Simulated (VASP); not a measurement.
# CaO in VASP: notebook, part 2 of 2

VASP 6.6.1. The steps go on from the part before.

## 4. Single point, PBEsol

This run uses another cell than the first one, of 13.34 Å³/atom.

INCAR

```
SYSTEM = CaO
PREC = Accurate
ENCUT = 520
EDIFF = 1E-6
ISMEAR = 0
SIGMA = 0.01
LREAL = .FALSE.
LASPH = .TRUE.
NELM = 60
ALGO = Normal
ISIF = 2
LWAVE = .FALSE.
LCHARG = .TRUE.
GGA = PS
LELF = .TRUE.
LVHAR = .TRUE.
NBANDS = 15
```

KPOINTS

```
Automatic mesh
0
G
  10 10 10
  0 0 0
```

POSCAR

```
CaO
1.0
    0.0000000000      2.3716583592      2.3716583592
    2.3716583592      0.0000000000      2.3716583592
    2.3716583592      2.3716583592      0.0000000000
Ca O
1 1
Direct
    0.0000000000      0.0000000000      0.0000000000
    0.5000000000      0.5000000000      0.5000000000
```

Potentials or basis: VASP PAW PBE potentials, release 64 (Ca_sv, O).

The run is started by

```console
$ cat potpaw_PBE.64/Ca_sv/POTCAR potpaw_PBE.64/O/POTCAR > POTCAR
$ mpirun -np 1 vasp_std > vasp.out
```

OUTCAR:

```text
SYSTEM = CaO
   PREC = Accurate
   ENCUT = 520
   EDIFF = 1E-6
   ISMEAR = 0
   LREAL = .FALSE.
   LASPH = .TRUE.
   NELM = 60
   ISIF = 2
   GGA = PS

 ion  position               nearest neighbor table
   1  0.000  0.000  0.000-   2 2.37   2 2.37   2 2.37   2 2.37   2 2.37   2 2.37
   2  0.500  0.500  0.500-   1 2.37   1 2.37   1 2.37   1 2.37   1 2.37   1 2.37

  LATTYP: Found a face centered cubic cell.
 ALAT       =     4.7433167184

  Lattice vectors:

 A1 = (   0.0000000000,   2.3716583592,   2.3716583592)
 A2 = (   2.3716583592,   0.0000000000,   2.3716583592)
 A3 = (   2.3716583592,   2.3716583592,   0.0000000000)

Analysis of symmetry for initial positions (statically):
=====================================================================
 Subroutine PRICEL returns:
 Original cell was already a primitive cell.

 Routine SETGRP: Setting up the symmetry group for a
 face centered cubic supercell.

 Subroutine GETGRP returns: Found 48 space group operations
 (whereof 48 operations were pure point group operations)
 out of a pool of 48 trial point group operations.

The static configuration has the point symmetry O_h .

Analysis of symmetry for dynamics (positions and initial velocities):
[... 180 lines left out ...]
     12       8.7076      0.00000
     13      10.3160      0.00000
     14      10.3160      0.00000
[... 401 lines left out ...]
      2     -16.3987      2.00000
      3     -15.8509      2.00000
      4     -15.8177      2.00000
      5     -12.4932      2.00000
      6       0.6880      2.00000
      7       1.8527      2.00000
      8       1.9593      2.00000
      9       6.6493      0.00000
     10      10.3116      0.00000
     11      11.4511      0.00000
     12      11.5615      0.00000
     13      11.7027      0.00000
     14      13.5531      0.00000
     15      18.4186      0.00000

 [... further k-points ...]

------------------------ aborting loop because EDIFF is reached ----------------------------------------

  FORCE on cell =-STRESS in cart. coord.  units (eV):
  Direction    XX          YY          ZZ          XY          YZ          ZX
  --------------------------------------------------------------------------------------
  -------------------------------------------------------------------------------------
  Total        0.4072571      0.4072571      0.4072571      0.0000000      0.0000000     -0.0000000
  in kB       24.4564173     24.4564173     24.4564173      0.0000000      0.0000000     -0.0000000
  external PRESSURE =      24.4564173 kB  Pullay stress =       0.0000000 kB

 VOLUME and BASIS-vectors are now :
 -----------------------------------------------------------------------------
  energy-cutoff  :      520.00
  volume of cell :       26.68
      direct lattice vectors                 reciprocal lattice vectors
     0.000000000  2.371658359  2.371658359    -0.210822945  0.210822945  0.210822945
     2.371658359  0.000000000  2.371658359     0.210822945 -0.210822945  0.210822945
     2.371658359  2.371658359  0.000000000     0.210822945  0.210822945 -0.210822945

 POSITION                                       TOTAL-FORCE (eV/Angst)
 -----------------------------------------------------------------------------------
      0.00000      0.00000      0.00000         0.000000      0.000000     -0.000000
      2.37166      2.37166      2.37166        -0.000000     -0.000000      0.000000
 -----------------------------------------------------------------------------------
    total drift:                                0.000000      0.000000      0.000000

  FREE ENERGIE OF THE ION-ELECTRON SYSTEM (eV)
  ---------------------------------------------------
  free  energy   TOTEN  =       -13.4063385922 eV

  energy  without entropy=      -13.4063385922  energy(sigma->0) =      -13.40633859
```

stdout:

```text
POSCAR found type information on POSCAR CaO
 POSCAR found :  2 types and       2 ions
 scaLAPACK will be used
 -----------------------------------------------------------------------------
|                                                                             |
|                                                                             |
|     You enforced a specific xc type in the INCAR file but a different       |
|     I HOPE YOU KNOW WHAT YOU ARE DOING!                                     |
|                                                                             |
 -----------------------------------------------------------------------------

 LDA part: xc-table for (Slater+PW92), standard interpolation
 POSCAR, INCAR and KPOINTS ok, starting setup
 FFT: planning ... GRIDC
 FFT: planning ... GRID_SOFT
 FFT: planning ... GRID
 WAVECAR not read
 entering main loop
```

Wall time 34 s (1 thread of Intel Xeon 8259CL, shared host); peak memory 0.17 GiB.

Results:

```
Free energy            : -13.4063 eV
Pressure               : 2.4 GPa
Band gap on the k mesh : 3.51 eV (least direct gap 3.88 eV)
```

Levels at points of the mesh, in eV from the valence-band top:
| k point | band 6 | band 7 | band 8 | band 9 | band 10 | band 11 |
| --- | --- | --- | --- | --- | --- | --- |
| (0.00, 0.00, 0.00) | 0.00 | 0.00 | 0.00 | 4.89 | 6.28 | 6.28 |
| (0.50, 0.00, 0.00) | -2.79 | -1.30 | -1.30 | 7.20 | 8.59 | 8.59 |
| (0.50, 0.50, 0.00) | -1.30 | -0.37 | -0.37 | 3.51 | 8.34 | 9.15 |

Caveat: the PAW data sets were made with another functional, which shifts forces and pressure a little. A k mesh can miss the band edges.

## 5. Single point, PBEsol

INCAR

```
PREC = Accurate
ENCUT = 520
EDIFF = 1E-6
ISMEAR = 0
SIGMA = 0.01
LREAL = False
LASPH = True
NELM = 80
ALGO = Normal
ISIF = 2
LWAVE = False
LCHARG = False
GGA = PS
NBANDS = 15
```

KPOINTS

```
Automatic mesh
0
Gamma
  10 10 10
```

POSCAR

```
CaO
1.0
    0.0000000000      2.3835762404      2.3835762404
    2.3835762404      0.0000000000      2.3835762404
    2.3835762404      2.3835762404      0.0000000000
Ca O
1 1
Direct
    0.0000000000      0.0000000000      0.0000000000
    0.5000000000      0.5000000000      0.5000000000
```

Potentials or basis: VASP PAW PBE potentials, release 64 (Ca_sv, O).

The run is started by

```console
$ cat potpaw_PBE.64/Ca_sv/POTCAR potpaw_PBE.64/O/POTCAR > POTCAR
$ mpirun -np 1 vasp_std > vasp.out
```

OUTCAR:

```text
PREC = Accurate
   ENCUT = 520
   EDIFF = 1E-6
   ISMEAR = 0
   LREAL = False
   LASPH = True
   NELM = 80
   ISIF = 2
   GGA = PS

 ion  position               nearest neighbor table
   1  0.000  0.000  0.000-   2 2.38   2 2.38   2 2.38   2 2.38   2 2.38   2 2.38
   2  0.500  0.500  0.500-   1 2.38   1 2.38   1 2.38   1 2.38   1 2.38   1 2.38

  LATTYP: Found a face centered cubic cell.
 ALAT       =     4.7671524808

  Lattice vectors:

 A1 = (   0.0000000000,   2.3835762404,   2.3835762404)
 A2 = (   2.3835762404,   0.0000000000,   2.3835762404)
 A3 = (   2.3835762404,   2.3835762404,   0.0000000000)

Analysis of symmetry for initial positions (statically):
=====================================================================
 Subroutine PRICEL returns:
 Original cell was already a primitive cell.

 Routine SETGRP: Setting up the symmetry group for a
 face centered cubic supercell.

 Subroutine GETGRP returns: Found 48 space group operations
 (whereof 48 operations were pure point group operations)
 out of a pool of 48 trial point group operations.

The static configuration has the point symmetry O_h .

Analysis of symmetry for dynamics (positions and initial velocities):
=====================================================================
 Subroutine PRICEL returns:
 Original cell was already a primitive cell.

 Routine SETGRP: Setting up the symmetry group for a
 face centered cubic supercell.

 Subroutine GETGRP returns: Found 48 space group operations
 (whereof 48 operations were pure point group operations)
 out of a pool of 48 trial point group operations.

The dynamic configuration has the point symmetry O_h .

 Subroutine INISYM returns: Found 48 space group operations
 (whereof 48 operations are pure point group operations),
 and found     1 'primitive' translations

----------------------------------------------------------------------------------------

                                     Primitive cell

  volume of cell :      27.0843

  direct lattice vectors                    reciprocal lattice vectors
[... 118 lines left out ...]
 non-spin polarized calculation
 Gauss-broadening in eV      SIGMA  =   0.01
  energy-cutoff  :      520.00
  volume of cell :       27.08
 maximum number of plane-waves:       745
 NGX is ok and might be reduce to    28
   NGX = 13   NGY = 13   NGZ = 13

 number of electron      15.9999997 magnetization

 Free energy of the ion-electron system (eV)
  ---------------------------------------------------
  ext. energy  EPLUGINS =         0.00000000
  ---------------------------------------------------
  free energy    TOTEN  =       -13.41078729 eV

  energy without entropy =      -13.41078729  energy(sigma->0) =      -13.41078729

 E-fermi :   2.4875     XC(G=0): -10.8588

 val. band max:        2.3362739337   @ k =   0.0000   0.0000   0.0000
 cond. band min:       5.8575422741   @ k =   0.5000   0.5000   0.0000
 fundamental gap:      3.5212683404
 Fermi energy:         2.4874886616

 k-point     1 :       0.0000    0.0000    0.0000
  band No.  band energies     occupation
      1     -34.9524      2.00000
      2     -15.7742      2.00000
      3     -15.7742      2.00000
      4     -15.7742      2.00000
      5     -13.1561      2.00000
      6       2.3363      2.00000
      7       2.3363      2.00000
      8       2.3363      2.00000
      9       7.0994      0.00000
     10       8.5856      0.00000
     11       8.5856      0.00000
     12       8.5856      0.00000
     13      10.1663      0.00000
     14      10.1663      0.00000
[... 401 lines left out ...]
      2     -16.5134      2.00000
      3     -15.9988      2.00000
      4     -15.9675      2.00000
      5     -12.5775      2.00000
      6       0.6108      2.00000
      7       1.7674      2.00000
      8       1.8728      2.00000
      9       6.5584      0.00000
     10      10.1048      0.00000
     11      11.2776      0.00000
     12      11.3800      0.00000
     13      11.5231      0.00000
     14      13.3231      0.00000
     15      18.1207      0.00000

 [... further k-points ...]

------------------------ aborting loop because EDIFF is reached ----------------------------------------

  FORCE on cell =-STRESS in cart. coord.  units (eV):
  Direction    XX          YY          ZZ          XY          YZ          ZX
  --------------------------------------------------------------------------------------
  -------------------------------------------------------------------------------------
  Total        0.1033945      0.1033945      0.1033945     -0.0000000      0.0000000     -0.0000000
  in kB        6.1163296      6.1163296      6.1163296     -0.0000000      0.0000000     -0.0000000
  external PRESSURE =       6.1163296 kB  Pullay stress =       0.0000000 kB

 VOLUME and BASIS-vectors are now :
 -----------------------------------------------------------------------------
  energy-cutoff  :      520.00
  volume of cell :       27.08
      direct lattice vectors                 reciprocal lattice vectors
     0.000000000  2.383576240  2.383576240    -0.209768830  0.209768830  0.209768830
     2.383576240  0.000000000  2.383576240     0.209768830 -0.209768830  0.209768830
     2.383576240  2.383576240  0.000000000     0.209768830  0.209768830 -0.209768830

 POSITION                                       TOTAL-FORCE (eV/Angst)
 -----------------------------------------------------------------------------------
      0.00000      0.00000      0.00000         0.000000     -0.000000      0.000000
      2.38358      2.38358      2.38358        -0.000000      0.000000     -0.000000
 -----------------------------------------------------------------------------------
    total drift:                                0.000000      0.000000      0.000000

  FREE ENERGIE OF THE ION-ELECTRON SYSTEM (eV)
  ---------------------------------------------------
  free  energy   TOTEN  =       -13.4107872939 eV

  energy  without entropy=      -13.4107872939  energy(sigma->0) =      -13.41078729
```

Run time: 33 s. Hardware: 1 thread of Intel Xeon 8259CL, shared host; peak memory 0.17 GiB.

What came out:

```yaml
Free_energy: -13.4108 eV
Pressure: 0.6 GPa
Band_gap_on_the_k_mesh: 3.52 eV (least direct gap 3.89 eV)
```

Caveat: the PAW data sets were made with another functional, which shifts forces and pressure a little. A hybrid or GW would open this gap; PBEsol tends to underestimate it.

## 6. Summary

```csv
task,cell,gap on the mesh (eV),pressure (GPa)
relaxation of the atoms,"atoms relaxed from a = 3.362 Å, angles 60.3°, 2 atoms",3.51,0.7
relaxation of the atoms,"atoms relaxed from a = 3.379 Å, angles 59.7°, 2 atoms",3.51,0.7
single point,"a = 3.354 Å, angles 60.0°, 2 atoms",3.51,2.4
single point,"a = 3.371 Å, angles 60.0°, 2 atoms",3.52,0.6
```

Alike in all rows: level PBEsol; potentials or basis VASP PAW PBE potentials, release 64 (Ca_sv, O); no spin polarisation; k mesh 10 × 10 × 10; cutoff (eV) 520; smearing gaussian 0.01 eV.

Caveats: the PAW data sets were made with another functional, which shifts forces and pressure a little.

Total energies depend on the potentials used, so only differences within one code and one set of settings carry meaning.
